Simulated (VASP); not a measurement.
Runs of VASP 6.6.1 on Co. The structure is that of space group Fd-3m (No. 227), or close to it. The cells are those of the table. This isn't the form of Co at room conditions, which is hcp.

| cell | k mesh | gap on the mesh (eV) | pressure (GPa) |
| --- | --- | --- | --- |
| a = 3.429 Å, angles 60.0°, 2 atoms | 11 × 11 × 11 | none | -1.5 |
| a = 3.518 Å, angles 60.0°, 2 atoms | 13 × 13 × 13 | none | -10.4 |
| a = 3.429 Å, angles 60.0°, 2 atoms | 13 × 13 × 13 | none | -1.5 |
| a = 3.561 Å, angles 60.0°, 2 atoms | 13 × 13 × 13 | none | (a) |
| a = 3.286 Å, angles 60.0°, 2 atoms | 13 × 13 × 13 | none | 22.2 |

Alike in all rows: task single point; level PBEsol; potentials or basis VASP PAW PBE potentials, release 64 (Co); no spin polarisation; cutoff (eV) 600; smearing fermi-dirac 0.1 eV.

Problem. Estimate the missing entries.

Solution. (a) -13.7.

Caveats: the PAW data sets were made with another functional, which shifts forces and pressure a little; the run has no spin polarisation, though such a crystal can be magnetic; the cell stands under tension (at least some runs); the cell stands under pressure (at least some runs).

A gap of «none» marks levels without a gap at the run's occupations.
